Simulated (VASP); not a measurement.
# CuCl (F-43m) in VASP: elastic constants with r2SCAN+D3(BJ)

Aim: the elastic constants of CuCl with r2SCAN+D3(BJ).

Program: VASP 6.6.1. These are calculated values, not measurements. Logs are shortened: lines on timing, memory, paths and dates and some standing lists are left out, and cuts for length are marked.

## Step 1: The cell of the first run

The structure is cubic, space group F-43m (No. 216). The conventional cell has a = 5.314 Å, b = 5.314 Å, c = 5.314 Å, α = 90.00°, β = 90.00°, γ = 90.00°. Within 3.0 Å of Cu (site symmetry -43m) lie 4 Cl at 2.30 Å. Within 3.0 Å of Cl (site symmetry -43m) lie 4 Cu at 2.30 Å.

## Step 2: Elastic constants, r2SCAN+D3(BJ)

INCAR

```
PREC     = Accurate       # precision mode
ENCUT    = 660            # plane-wave cutoff, eV
EDIFF    = 1E-8           # SCF threshold, eV
ISMEAR   = 0              # smearing method
SIGMA    = 0.01           # smearing width, eV
LREAL    = False          # projectors in reciprocal space
LASPH    = True           # aspherical terms in the spheres
NELM     = 120            # most SCF steps
ALGO     = Normal         # electronic algorithm
ISIF     = 3              # what is computed and relaxed
LWAVE    = False          # write WAVECAR
LCHARG   = False          # write CHGCAR
METAGGA  = R2SCAN         # meta-GGA
LMIXTAU  = True         
IVDW     = 12             # dispersion correction
VDW_S6   = 1.0          
VDW_S8   = 0.78981345   
VDW_A1   = 0.49484001   
VDW_A2   = 5.73083694   
IBRION   = 6              # ionic algorithm
NFREE    = 2            
POTIM    = 0.015          # step
NSW      = 1              # ionic steps
GGA_COMPAT= False        
KPAR     = 4
```

KPOINTS

```
regular mesh
0
Gamma
  10 10 10
```

POSCAR

```
CuCl
1.0
    0.0000000000      2.6572000000      2.6572000000
    2.6572000000      0.0000000000      2.6572000000
    2.6572000000      2.6572000000      0.0000000000
Cu Cl
1 1
Direct
    0.0000000000      0.0000000000      0.0000000000
    0.2500000000      0.2500000000      0.2500000000
```

Potentials or basis: VASP PAW PBE potentials, release 64 (Cu, Cl).

On the command line:

```bash
cat potpaw_PBE.64/Cu/POTCAR potpaw_PBE.64/Cl/POTCAR > POTCAR
mpirun -np 4 vasp_std > vasp.out
```

OUTCAR:

```text
PREC = Accurate
   ENCUT = 660
   EDIFF = 1E-8
   ISMEAR = 0
   LREAL = False
   LASPH = True
   NELM = 120
   ISIF = 3
   METAGGA = R2SCAN
   IVDW = 12
   IBRION = 6
   NFREE = 2
   POTIM = 0.015
   NSW = 1
 IVDW          = 12

 ion  position               nearest neighbor table
   1  0.000  0.000  0.000-   2 2.30   2 2.30   2 2.30   2 2.30
   2  0.250  0.250  0.250-   1 2.30   1 2.30   1 2.30   1 2.30

  LATTYP: Found a face centered cubic cell.
 ALAT       =     5.3144000000

  Lattice vectors:

 A1 = (   0.0000000000,   2.6572000000,   2.6572000000)
 A2 = (   2.6572000000,   0.0000000000,   2.6572000000)
 A3 = (   2.6572000000,   2.6572000000,   0.0000000000)

Analysis of symmetry for initial positions (statically):
=====================================================================
 Subroutine PRICEL returns:
 Original cell was already a primitive cell.

 Routine SETGRP: Setting up the symmetry group for a
 face centered cubic supercell.

 Subroutine GETGRP returns: Found 24 space group operations
 (whereof 24 operations were pure point group operations)
 out of a pool of 48 trial point group operations.

The static configuration has the point symmetry T_d .

Analysis of symmetry for dynamics (positions and initial velocities):
=====================================================================
 Subroutine PRICEL returns:
 Original cell was already a primitive cell.

 Routine SETGRP: Setting up the symmetry group for a
 face centered cubic supercell.

 Subroutine GETGRP returns: Found 24 space group operations
 (whereof 24 operations were pure point group operations)
 out of a pool of 48 trial point group operations.

The dynamic configuration has the point symmetry T_d .

 Subroutine INISYM returns: Found 24 space group operations
 (whereof 24 operations are pure point group operations),
 and found     1 'primitive' translations

----------------------------------------------------------------------------------------

                                     Primitive cell

  volume of cell :      37.5234

  direct lattice vectors                    reciprocal lattice vectors
     0.000000000  2.657200000  2.657200000    -0.188167996  0.188167996  0.188167996
     2.657200000  0.000000000  2.657200000     0.188167996 -0.188167996  0.188167996
     2.657200000  2.657200000  0.000000000     0.188167996  0.188167996 -0.188167996

  length of vectors
     3.757848278  3.757848278  3.757848278     0.325916530  0.325916530  0.325916530

  position of ions in fractional coordinates (direct lattice)
     0.000000000  0.000000000  0.000000000
     0.250000000  0.250000000  0.250000000

  ion indices of the primitive-cell ions
   primitive index   ion index
                 1           1
                 2           2

----------------------------------------------------------------------------------------

 KPOINTS: regular mesh

Automatic generation of k-mesh.
 Grid dimensions read from file:
 generate k-points for:   10   10   10

 Generating k-lattice:

  Cartesian coordinates                     Fractional coordinates (reciprocal lattice)
    -0.018816800  0.018816800  0.018816800     0.100000000  0.000000000  0.000000000
     0.018816800 -0.018816800  0.018816800     0.000000000  0.100000000  0.000000000
     0.018816800  0.018816800 -0.018816800     0.000000000  0.000000000  0.100000000

  Length of vectors
     0.032591653  0.032591653  0.032591653

  Shift w.r.t. Gamma in fractional coordinates (k-lattice)
     0.000000000  0.000000000  0.000000000

 Subroutine IBZKPT returns following result:
 ===========================================

 Found     47 irreducible k-points:
[... 80 lines left out ...]
  energy-cutoff  :      660.00
  volume of cell :       37.52
 maximum number of plane-waves:      1460
   NGX = 15   NGY = 15   NGZ = 15

--------------------------------------- Ionic step        1  -------------------------------------------

 number of electron      17.9999992 magnetization

 Free energy of the ion-electron system (eV)
  ---------------------------------------------------
  ext. energy  EPLUGINS =         0.00000000
  ---------------------------------------------------
  free energy    TOTEN  =       -17.96515033 eV

  energy without entropy =      -17.96515033  energy(sigma->0) =      -17.96515033

------------------------ aborting loop because EDIFF is reached ----------------------------------------

 Edisp (eV)   -0.28173

 E8    (eV) :    -0.0837
[... 105 lines left out ...]
  FREE ENERGIE OF THE ION-ELECTRON SYSTEM (eV)
  ---------------------------------------------------
  free  energy   TOTEN  =       -18.2438425719 eV

  energy  without entropy=      -18.2438425719  energy(sigma->0) =      -18.24384257

[... ionic steps 4 to 14 ...]

--------------------------------------- Ionic step       15  -------------------------------------------

 number of electron      17.9999997 magnetization

------------------------ aborting loop because EDIFF is reached ----------------------------------------
[... 75 lines left out ...]
--------------------------------------- Ionic step       17  -------------------------------------------

 number of electron      17.9999991 magnetization

 Free energy of the ion-electron system (eV)
  ---------------------------------------------------
  ext. energy  EPLUGINS =         0.00000000
  ---------------------------------------------------
  free energy    TOTEN  =       -17.96487948 eV

  energy without entropy =      -17.96487948  energy(sigma->0) =      -17.96487948

 E-fermi :   4.3571     XC(G=0): -10.2817

 val. band max:        4.2818351832   @ k =   0.0000   0.0000   0.0000
 cond. band min:       5.2754176499   @ k =   0.0000   0.0000   0.0000
 fundamental gap:      0.9935824667
 Fermi energy:         4.3571417937

 k-point     1 :       0.0000    0.0000    0.0000
  band No.  band energies     occupation
      1     -13.8804      2.00000
      2      -1.2040      2.00000
      3      -1.1760      2.00000
      4      -1.1477      2.00000
      5       2.6115      2.00000
      6       2.6119      2.00000
      7       4.2467      2.00000
      8       4.2640      2.00000
      9       4.2818      2.00000
     10       5.2754      0.00000
     11      11.4575      0.00000
     12      11.4586      0.00000
     13      11.4605      0.00000
[... 354 lines left out ...]
  band No.  band energies     occupation
      1     -13.3412      2.00000
      2      -2.6294      2.00000
      3      -1.3475      2.00000
      4      -1.2639      2.00000
      5       2.3845      2.00000
      6       2.7699      2.00000
      7       3.0063      2.00000
      8       3.2603      2.00000
      9       3.3699      2.00000
     10       8.2191      0.00000
     11       9.4460      0.00000
     12      12.5735      0.00000
     13      14.2068      0.00000

 [... further k-points ...]

------------------------ aborting loop because EDIFF is reached ----------------------------------------

 Edisp (eV)   -0.28173

 E8    (eV) :    -0.0837
[... 25 lines left out ...]
  FREE ENERGIE OF THE ION-ELECTRON SYSTEM (eV)
  ---------------------------------------------------
  free  energy   TOTEN  =       -18.2466077406 eV

  energy  without entropy=      -18.2466077406  energy(sigma->0) =      -18.24660774

 INTERNAL STRAIN TENSORS FROM STRAINED CELLS
 ============================================

 INTERNAL STRAIN TENSOR FOR ION    1 for displacements in x,y,z  (eV/Angst):
          X           Y           Z          XY          YZ          ZX
  --------------------------------------------------------------------------------
  x    -0.00000    -0.00000     0.00000     0.00000     4.49713     0.00000
  y    -0.00000     0.00000     0.00000     0.00000    -0.00000     4.49677
  z    -0.00000    -0.00000     0.00000     4.49637    -0.00000     0.00000

 INTERNAL STRAIN TENSORS FROM DISPLACED ATOMS
 ============================================

 INTERNAL STRAIN TENSOR FOR ION    1 for displacements in x,y,z  (eV/Angst):
          X           Y           Z          XY          YZ          ZX
  --------------------------------------------------------------------------------
  x     0.00000     0.00000     0.00000     0.00000     4.43041     0.00000
  y     0.00000     0.00000     0.00000     0.00000     0.00000     4.43041
  z     0.00000     0.00000     0.00000     4.43041     0.00000     0.00000

 INTERNAL STRAIN TENSOR FOR ION    2 for displacements in x,y,z  (eV/Angst):
          X           Y           Z          XY          YZ          ZX
  --------------------------------------------------------------------------------
  x     0.00000     0.00000     0.00000     0.00000    -4.57234     0.00000
  y     0.00000     0.00000     0.00000     0.00000     0.00000    -4.57234
  z     0.00000     0.00000     0.00000    -4.57234     0.00000     0.00000

 Eigenvectors and eigenvalues of the dynamical matrix
 ----------------------------------------------------

   1 f  =    5.049891 THz    31.729401 2PiTHz  168.446234 cm-1    20.884662 meV
             X         Y         Z           dx          dy          dz
      0.000000  0.000000  0.000000     0.000000    0.592239    0.000000
      1.328600  1.328600  1.328600     0.000000   -0.805763    0.000000
[... 21 lines left out ...]
   6 f/i=    0.038894 THz     0.244377 2PiTHz    1.297356 cm-1     0.160852 meV
             X         Y         Z           dx          dy          dz
      0.000000  0.000000  0.000000     0.000000    0.000000    0.805763
      1.328600  1.328600  1.328600     0.000000    0.000000    0.592239

--------------------------------------------------------------------------------------------------------

 ELASTIC MODULI CONTR FROM IONIC RELAXATION (kBar)
 Direction    XX          YY          ZZ          XY          YZ          ZX
 --------------------------------------------------------------------------------
 XX          -0.0000     -0.0000     -0.0000      0.0000      0.0000      0.0000
 YY          -0.0000     -0.0000     -0.0000      0.0000      0.0000      0.0000
 ZZ          -0.0000     -0.0000     -0.0000      0.0000      0.0000      0.0000
 XY           0.0000      0.0000      0.0000   -366.0913      0.0000      0.0000
 YZ           0.0000      0.0000      0.0000      0.0000   -366.0913      0.0000
 ZX           0.0000      0.0000      0.0000      0.0000      0.0000   -366.0913
 --------------------------------------------------------------------------------

 TOTAL ELASTIC MODULI (kBar)
 Direction    XX          YY          ZZ          XY          YZ          ZX
 --------------------------------------------------------------------------------
 XX         673.8834    585.0203    585.0203     -0.0000      0.0000     -0.0000
 YY         585.0203    673.8834    585.0203      0.0000      0.0000      0.0000
 ZZ         585.0203    585.0203    673.8834      0.0000      0.0000     -0.0000
 XY          -0.0000      0.0000      0.0000    115.8860      0.0000     -0.0000
 YZ           0.0000      0.0000      0.0000      0.0000    115.8860     -0.0000
 ZX          -0.0000      0.0000     -0.0000     -0.0000     -0.0000    115.8860
 --------------------------------------------------------------------------------
```

Wall time 14 min (4 MPI ranks of Intel Xeon Platinum 8559C (Emerald Rapids), shared host); peak memory 0.45 GiB.

What came out:

| Item | Value |
| --- | --- |
| Elastic constants C11, C12, C44 | 67, 59, 12 GPa |
| Voigt bulk modulus | 61 GPa |
| Highest phonon frequency at Γ, LO-TO splitting left out | 168 cm⁻¹ |
| Dispersion energy per atom | -0.141 eV |

Phonon frequencies in cm⁻¹ (negative: imaginary):
| q point | frequencies |
| --- | --- |
| (0.000, 0.000, 0.000) | -1 -1 -1 168 168 168 |

Elastic tensor in Voigt notation (GPa, in the Cartesian axes of the cell as first typed):
```
67 59 59  0  0  0
59 67 59  0  0  0
59 59 67  0  0  0
 0  0  0 12  0  0
 0  0  0  0 12  0
 0  0  0  0  0 12
```

Clamped-ion elastic tensor (GPa):
```
67 59 59  0  0  0
59 67 59  0  0  0
59 59 67  0  0  0
 0  0  0 48  0  0
 0  0  0  0 48  0
 0  0  0  0  0 48
```

Caveat: the PAW data sets were made with another functional, which shifts forces and pressure a little.
